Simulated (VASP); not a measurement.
# C (a cell with a defect) in VASP: single point with PBE

Aim: the single point of C (a cell with a defect) with PBE.

All numbers are computed with VASP 6.6.1; they aren't measurements. Logs are shortened: lines on timing, memory, paths and dates and some standing lists are left out, and cuts for length are marked.

## Step 1: The cell of the first run

The cell holds a defect, 63 atoms: a = 7.140 Å, b = 7.140 Å, c = 7.140 Å, α = 90.00°, β = 90.00°, γ = 90.00°.

## Step 2: Single point, PBE

The input, INCAR:

```
SYSTEM = C
  ALGO = Normal
  EDIFF = 1E-6
  ENCUT = 520
  GGA = PE
  ISIF = 2
  ISMEAR = 0
  LASPH = .TRUE.
  LCHARG = .FALSE.
  LREAL = Auto
  LWAVE = .FALSE.
  NBANDS = 163
  NELM = 100
  PREC = Accurate
  SIGMA = 0.05
```

The input, KPOINTS:

```
k-points
0
G
  2 2 2
  0 0 0
```

The input, POSCAR:

```
C
1.0
    7.1400000000      0.0000000000      0.0000000000
    0.0000000000      7.1400000000      0.0000000000
    0.0000000000      0.0000000000      7.1400000000
C
63
Direct
    0.4985634454     -0.0012470588     -0.0004089636
    0.6224718487      0.1249142857      0.1224742297
    0.7498434174      0.2501910364     -0.0014564426
    0.8749359944      0.3783043417      0.1219556022
    0.7446359944      0.0078644258      0.2543149860
   -0.0018154062      0.0014882353      0.0024056022
    0.1208439776      0.1262995798      0.1288067227
    0.2479525210      0.2498978992      0.0020161064
    0.3737526611      0.3754359944      0.1235526611
    0.5004362745      0.4992969188     -0.0014224090
    0.6241582633      0.6263970588      0.1233952381
    0.7497029412      0.7511086835      0.0012743697
    0.8738121849      0.8785396359      0.1283347339
    0.2478336134      0.0011446779      0.2517203081
    0.3751266106      0.1253757703      0.3753459384
    0.5005955182      0.2492336134      0.2475603641
    0.6248882353      0.3754623249      0.3596312325
    0.7505841737      0.5000414566      0.2471822129
    0.8747302521      0.6251337535      0.3749549020
    0.5006015406      0.0002005602      0.5013551821
    0.6147091036      0.1109921569      0.6374292717
    0.8593512605      0.1439336134      0.3778595238
    0.8882413165      0.3819378151      0.6342505602
    0.7493212885     -0.0005042017      0.7501049020
    0.8744584034      0.1252155462      0.8750207283
    0.0009613445      0.5013098039     -0.0012676471
    0.1249777311      0.6263511204      0.1253217087
    0.2499007003      0.7499823529      0.0002291317
    0.3734417367      0.8751351541      0.1258169468
   -0.0073445378      0.2568163866      0.2541640056
    0.1248089636      0.3767609244      0.3756805322
    0.2504243697      0.5003609244      0.2498969188
    0.3765696078      0.6236588235      0.3741246499
    0.4998452381      0.7501977591      0.2502145658
    0.6240474790      0.8761507003      0.3761450980
   -0.0056063025      0.0061684874      0.5037467787
    0.1249287115      0.1251068627      0.6257239496
    0.2502663866      0.2495745098      0.4994544818
    0.3777267507      0.3722935574      0.6232763305
    0.5071543417      0.4927826331      0.4980880952
    0.6276827731      0.6217904762      0.6228588235
    0.7505581232      0.7499764706      0.4993669468
    0.8743019608      0.8757354342      0.6254981793
    0.2494471989     -0.0009655462      0.7510341737
    0.3724424370      0.1233490196      0.8770949580
    0.5016831933      0.2476439776      0.7487896359
    0.6258568627      0.3735941176      0.8732078431
    0.7519221289      0.4962792717      0.7470012605
    0.8761449580      0.6263528011      0.8755711485
   -0.0009387955      0.7519677871      0.2512963585
    0.1224051821      0.8775530812      0.3760988796
   -0.0000058824      0.4991721289      0.5006205882
    0.1268500000      0.6256935574      0.6261242297
    0.2502936975      0.7493809524      0.5007906162
    0.3739802521      0.8724282913      0.6263400560
    0.0005373950      0.2496389356      0.7495778711
    0.1269766106      0.3752957983      0.8758823529
    0.2520557423      0.4986050420      0.7489830532
    0.3756478992      0.6239512605      0.8743330532
    0.5011959384      0.7472495798      0.7489735294
    0.6241715686      0.8723637255      0.8761956583
    0.0002480392      0.7504088235      0.7505259104
    0.1241228291      0.8754215686      0.8767460784
```

Potentials or basis: VASP PAW PBE potentials, release 64 (C).

Launch:

```
> cat potpaw_PBE.64/C/POTCAR > POTCAR
> mpirun -np 1 vasp_std > vasp.out
```

OUTCAR:

```text
SYSTEM = C
   EDIFF = 1E-6
   ENCUT = 520
   GGA = PE
   ISIF = 2
   ISMEAR = 0
   LASPH = .TRUE.
   LREAL = Auto
   NELM = 100
   PREC = Accurate

 ion  position               nearest neighbor table
   1  0.499  0.999  1.000-   2 1.54  45 1.54  29 1.55  61 1.55
   2  0.622  0.125  0.122-  16 1.53   5 1.53   1 1.54   3 1.55
   3  0.750  0.250  0.999-  47 1.54  25 1.54   2 1.55   4 1.55
   4  0.875  0.378  0.122-  18 1.53  30 1.53  26 1.53   3 1.55
   5  0.745  0.008  0.254-   2 1.53  35 1.54  22 1.55  13 1.59
   6  0.998  0.001  0.002-  13 1.54   7 1.54  25 1.55  63 1.56
[... 8 lines left out ...]
  15  0.375  0.125  0.375-  38 1.54  14 1.55  20 1.55  16 1.55
  16  0.501  0.249  0.248-  17 1.50   2 1.53   9 1.55  15 1.55
  17  0.625  0.375  0.360-  16 1.50  18 1.50  40 1.54
  18  0.751  0.500  0.247-  17 1.50   4 1.53  11 1.55  19 1.55
  19  0.875  0.625  0.375-  42 1.54  50 1.55  52 1.55  18 1.55
  20  0.501  0.000  0.501-  21 1.49  35 1.54  15 1.55  55 1.56
  21  0.615  0.111  0.637-  24 1.48  20 1.49  46 1.50
  22  0.859  0.144  0.378-  30 1.53   5 1.55  36 1.64
  23  0.888  0.382  0.634-  56 1.49  52 1.50  48 1.50
  24  0.749  0.999  0.750-  21 1.48  43 1.54  25 1.55  61 1.56
  25  0.874  0.125  0.875-   3 1.54   6 1.55  24 1.55  56 1.55
  26  0.001  0.501  0.999-   4 1.53  49 1.54  57 1.55  27 1.55
  27  0.125  0.626  0.125-  28 1.54  26 1.55  32 1.55  50 1.56
  28  0.250  0.750  0.000-  27 1.54  29 1.54  63 1.54  59 1.56
  29  0.373  0.875  0.126-  28 1.54   1 1.55  34 1.55  14 1.56
[... 32 lines left out ...]
  62  0.000  0.750  0.751-  49 1.54  63 1.55  53 1.55  43 1.55
  63  0.124  0.875  0.877-  44 1.54  28 1.54  62 1.55   6 1.56

  LATTYP: Found a simple cubic cell.
 ALAT       =     7.1400000000

  Lattice vectors:

 A1 = (   7.1400000000,   0.0000000000,   0.0000000000)
 A2 = (   0.0000000000,   7.1400000000,   0.0000000000)
 A3 = (   0.0000000000,   0.0000000000,   7.1400000000)

Analysis of symmetry for initial positions (statically):
=====================================================================
 Subroutine PRICEL returns:
 Original cell was already a primitive cell.

 Routine SETGRP: Setting up the symmetry group for a
 simple cubic supercell.

 Subroutine GETGRP returns: Found  1 space group operations
 (whereof  1 operations were pure point group operations)
 out of a pool of 48 trial point group operations.

The static configuration has the point symmetry C_1 .

Analysis of symmetry for dynamics (positions and initial velocities):
=====================================================================
 Subroutine PRICEL returns:
 Original cell was already a primitive cell.

 Routine SETGRP: Setting up the symmetry group for a
 simple cubic supercell.

 Subroutine GETGRP returns: Found  1 space group operations
 (whereof  1 operations were pure point group operations)
 out of a pool of 48 trial point group operations.

The dynamic configuration has the point symmetry C_1 .

 Subroutine INISYM returns: Found  1 space group operations
 (whereof  1 operations are pure point group operations),
 and found     1 'primitive' translations

----------------------------------------------------------------------------------------

                                     Primitive cell

  volume of cell :     363.9943

  direct lattice vectors                    reciprocal lattice vectors
     7.140000000  0.000000000  0.000000000     0.140056022  0.000000000  0.000000000
     0.000000000  7.140000000  0.000000000     0.000000000  0.140056022  0.000000000
     0.000000000  0.000000000  7.140000000     0.000000000  0.000000000  0.140056022

  length of vectors
     7.140000000  7.140000000  7.140000000     0.140056022  0.140056022  0.140056022

  position of ions in fractional coordinates (direct lattice)
     0.498563445  0.998752941  0.999591036
     0.622471849  0.124914286  0.122474230
     0.749843417  0.250191036  0.998543557
     0.874935994  0.378304342  0.121955602
     0.744635994  0.007864426  0.254314986
     0.998184594  0.001488235  0.002405602
[... 55 lines left out ...]
     0.000248039  0.750408824  0.750525910
     0.124122829  0.875421569  0.876746078

  ion indices of the primitive-cell ions
   primitive index   ion index
                 1           1
                 2           2
                 3           3
                 4           4
                 5           5
                 6           6
[... 55 lines left out ...]
                62          62
                63          63

----------------------------------------------------------------------------------------

 KPOINTS: k-points

Automatic generation of k-mesh.
 Grid dimensions read from file:
 generate k-points for:    2    2    2

 Generating k-lattice:

  Cartesian coordinates                     Fractional coordinates (reciprocal lattice)
     0.070028011  0.000000000  0.000000000     0.500000000  0.000000000  0.000000000
     0.000000000  0.070028011  0.000000000     0.000000000  0.500000000  0.000000000
     0.000000000  0.000000000  0.070028011     0.000000000  0.000000000  0.500000000

  Length of vectors
     0.070028011  0.070028011  0.070028011

  Shift w.r.t. Gamma in fractional coordinates (k-lattice)
     0.000000000  0.000000000  0.000000000

 Subroutine IBZKPT returns following result:
 ===========================================

 Found      8 irreducible k-points:

 Following reciprocal coordinates:
            Coordinates               Weight
  0.000000  0.000000  0.000000      1.000000
  0.500000  0.000000  0.000000      1.000000
  0.000000  0.500000  0.000000      1.000000
  0.000000  0.000000  0.500000      1.000000
  0.500000  0.500000  0.000000      1.000000
  0.000000  0.500000  0.500000      1.000000
  0.500000  0.000000  0.500000      1.000000
  0.500000  0.500000  0.500000      1.000000
   k-points           NKPTS =      8   k-points in BZ     NKDIM =      8   number of bands    NBANDS=    163
   number of dos      NEDOS =    301   number of ions     NIONS =     63
   total plane-waves  NPLWV = 157464
   dimension x,y,z NGX =    54 NGY =   54 NGZ =   54
   dimension x,y,z NGXF=   108 NGYF=  108 NGZF=  108
   ions per type =              63
   NGX,Y,Z   is equivalent  to a cutoff of  12.57, 12.57, 12.57 a.u.
   NGXF,Y,Z  is equivalent  to a cutoff of  25.15, 25.15, 25.15 a.u.
 SYSTEM =  C
   PREC   = accura    normal or accurate (medium, high low for compatibility)
   ISTART =      0    job   : 0-new  1-cont  2-samecut
   ICHARG =      2    charge: 1-file 2-atom 10-const
   ISPIN  =      1    spin polarized calculation?
   LNONCOLLINEAR =      F non collinear calculations
   LSORBIT =      F    spin-orbit coupling
   LASPH  =      T    aspherical Exc in radial PAW
   ENCUT  =  520.0 eV  38.22 Ry    6.18 a.u.  13.28 13.28 13.28*2*pi/ulx,y,z
   NELM   =    100;   NELMIN=  2; NELMDL= -5     # of ELM steps
   EDIFF  = 0.1E-05   stopping-criterion for ELM
   LREAL  =      T    real-space projection
   EDIFFG = 0.1E-04   stopping-criterion for IOM
   NSW    =      0    number of steps for IOM
   IBRION =     -1    ionic relax: 0-MD 1-quasi-New 2-CG
   NFREE  =      0    steps in history (QN), initial steepest desc. (CG)
   ISIF   =      2    stress and relaxation
   ISYM   =      2    0-nonsym 1-usesym 2-fastsym
   POTIM  = 0.5000    time-step for ionic-motion
   TEBEG  =    0.0;   TEEND  =   0.0 temperature during run
   PSTRESS=    0.0 pullay stress
   NELECT =     252.0000    total number of electrons
   NUPDOWN=      -1.0000    fix difference up-down
   EMIN   =  10.00;   EMAX   =-10.00  energy-range for DOS
   EFERMI =   0.00;   METHOD = LEGACY
   ISMEAR =     0;   SIGMA  =   0.05  broadening in eV -4-tet -1-fermi 0-gaus
   EFERMI_NEDOS =   21; number of points for ismear=-14 and -15
   IALGO  =     38    algorithm
   IMIX   =      4    mixing-type and parameters
     AMIX     =   0.40;   BMIX     =  1.00
     AMIX_MAG =   1.60;   BMIX_MAG =  1.00
  volume/ion in A,a.u.               =       5.78        38.99
  Fermi-wavevector in a.u.,A,eV,Ry     =   1.448250  2.736795 28.537232  2.097427
  Thomas-Fermi vector in A             =   2.566112
   LORBIT       =      0    0 simple, 1 ext, 2 COOP (PROOUT), +10 PAW based schemes
   GGA     = PE    functional components
   LHFCALC =     F    Hartree Fock is set to
   AEXX    =    0.0000 exact exchange contribution
   IVDW    =     0    specifies the selected vdW correction
   LEPSILON=     F    determine dielectric tensor
   LRPA    =     F    only Hartree local field effects (RPA)
 non-spin polarized calculation
 Gauss-broadening in eV      SIGMA  =   0.05
  energy-cutoff  :      520.00
  volume of cell :      363.99
 maximum number of plane-waves:      9808
 NGX is ok and might be reduce to    54
   NGX = 27   NGY = 27   NGZ = 27

 number of electron     251.9999993 magnetization

 Free energy of the ion-electron system (eV)
  ---------------------------------------------------
  ext. energy  EPLUGINS =         0.00000000
  ---------------------------------------------------
  free energy    TOTEN  =      -565.61885354 eV

  energy without entropy =     -565.61302628  energy(sigma->0) =     -565.61593991

 E-fermi :  10.8469     XC(G=0): -13.1559

 val. band max:       10.8101180112   @ k =   0.0000   0.5000   0.0000
 cond. band min:      10.8811578224   @ k =   0.5000   0.5000   0.5000
 fundamental gap:      0.0710398111
 Fermi energy:        10.8469115283

 k-point     1 :       0.0000    0.0000    0.0000
  band No.  band energies     occupation
      1     -11.9222      2.00000
      2      -9.7574      2.00000
      3      -9.7496      2.00000
      4      -9.7088      2.00000
      5      -9.6937      2.00000
      6      -9.6147      2.00000
[... 1117 lines left out ...]
    137      15.4826      0.00000
    138      15.4969      0.00000
 [bands above 138 left out]

------------------------ aborting loop because EDIFF is reached ----------------------------------------

  FORCE on cell =-STRESS in cart. coord.  units (eV):
  Direction    XX          YY          ZZ          XY          YZ          ZX
  --------------------------------------------------------------------------------------
  -------------------------------------------------------------------------------------
  Total       -0.7801865     -1.9477097      6.5715642      6.5973525     -4.4672101      3.4436355
  in kB       -3.4341114     -8.5731450     28.9257550     29.0392661    -19.6631151     15.1576934
  external PRESSURE =       5.6394995 kB  Pullay stress =       0.0000000 kB

 VOLUME and BASIS-vectors are now :
 -----------------------------------------------------------------------------
  energy-cutoff  :      520.00
  volume of cell :      363.99
      direct lattice vectors                 reciprocal lattice vectors
     7.140000000  0.000000000  0.000000000     0.140056022  0.000000000  0.000000000
     0.000000000  7.140000000  0.000000000     0.000000000  0.140056022  0.000000000
     0.000000000  0.000000000  7.140000000     0.000000000  0.000000000  0.140056022

 POSITION                                       TOTAL-FORCE (eV/Angst)
 -----------------------------------------------------------------------------------
      3.55974      7.13110      7.13708         0.019848      0.041932      0.040129
      4.44445      0.89189      0.87447         0.070452      0.034233      0.057346
      5.35388      1.78636      7.12960        -0.013410      0.004137      0.036783
      6.24704      2.70109      0.87076        -0.025217     -0.140337      0.096140
      5.31670      0.05615      1.81581         0.230190     -0.114543     -0.059413
      7.12704      0.01063      0.01718         0.018292     -0.004017     -0.053191
[... 55 lines left out ...]
      0.00177      5.35792      5.35876        -0.029811      0.073793     -0.052180
      0.88624      6.25051      6.25997        -0.002091      0.014665     -0.043868
 -----------------------------------------------------------------------------------
    total drift:                                0.007265     -0.011564      0.038446

  FREE ENERGIE OF THE ION-ELECTRON SYSTEM (eV)
  ---------------------------------------------------
  free  energy   TOTEN  =      -565.6188535363 eV

  energy  without entropy=     -565.6130262785  energy(sigma->0) =     -565.61593991
```

It took 14 min on 1 thread of Intel Xeon Platinum 8375C at 2.90GHz (Ice Lake), shared host; peak memory 0.56 GiB.

Results:

| Property | Result |
| --- | --- |
| Free energy | -565.6189 eV |
| Pressure | 0.6 GPa |
| Largest force | 2.975 eV/Å |
| Band gap on the k mesh | zero (bands 126 and 127 overlap by 0.29 eV) |

Forces on the atoms (eV/Å):
```
C    0.020  0.042  0.040
C    0.070  0.034  0.057
C   -0.013  0.004  0.037
C   -0.025 -0.140  0.096
C    0.230 -0.115 -0.059
C    0.018 -0.004 -0.053
C    0.182 -0.004 -0.172
C    0.047  0.013 -0.027
C   -0.017  0.032  0.016
C   -0.014  0.023  0.054
C   -0.009 -0.002  0.030
C    0.005  0.011  0.028
C   -0.002 -0.112 -0.119
C    0.030  0.016 -0.019
C    0.006  0.013  0.040
C    0.030  0.021  0.159
C   -0.660  0.599  0.098
C   -0.008 -0.096  0.195
C   -0.021 -0.028  0.054
C   -0.008  0.054  0.013
C   -0.064  0.074  0.037
C    1.801 -2.270 -0.672
C   -0.023  0.303  0.277
C   -0.027  0.046  0.028
C   -0.013  0.013  0.010
C   -0.034 -0.014  0.072
C   -0.016 -0.017  0.012
C   -0.008  0.007 -0.006
C    0.027  0.003 -0.009
C    0.231 -0.297 -0.156
C   -0.038 -0.083  0.024
C   -0.050 -0.001  0.027
C   -0.127  0.118  0.031
C    0.001  0.036  0.021
C    0.013 -0.007 -0.001
C   -0.422  0.413 -0.409
C   -0.063  0.090 -0.026
C   -0.020  0.023  0.026
C   -0.040  0.049  0.020
C   -0.155  0.144  0.002
C   -0.048  0.060  0.036
C   -0.033  0.015  0.025
C   -0.063  0.034 -0.019
C   -0.076  0.054 -0.068
C    0.009  0.041 -0.027
C   -0.018  0.048  0.015
C   -0.013  0.042  0.041
C   -0.041  0.107  0.109
C   -0.036  0.050  0.054
C   -0.026 -0.013  0.001
C   -0.018  0.023 -0.024
C   -0.095 -0.010  0.044
C   -0.034  0.040 -0.014
C   -0.105  0.111 -0.025
C   -0.030  0.059 -0.019
C   -0.065  0.069  0.046
C   -0.007  0.040  0.045
C   -0.029  0.041  0.016
C   -0.014  0.030  0.026
C   -0.037  0.047  0.022
C   -0.023  0.035  0.036
C   -0.030  0.074 -0.052
C   -0.002  0.015 -0.044
```

Caveat: the k points lie up to 0.44 Å⁻¹ apart.

The gap in the log of VASP goes by the Fermi energy; the results here count the filled bands.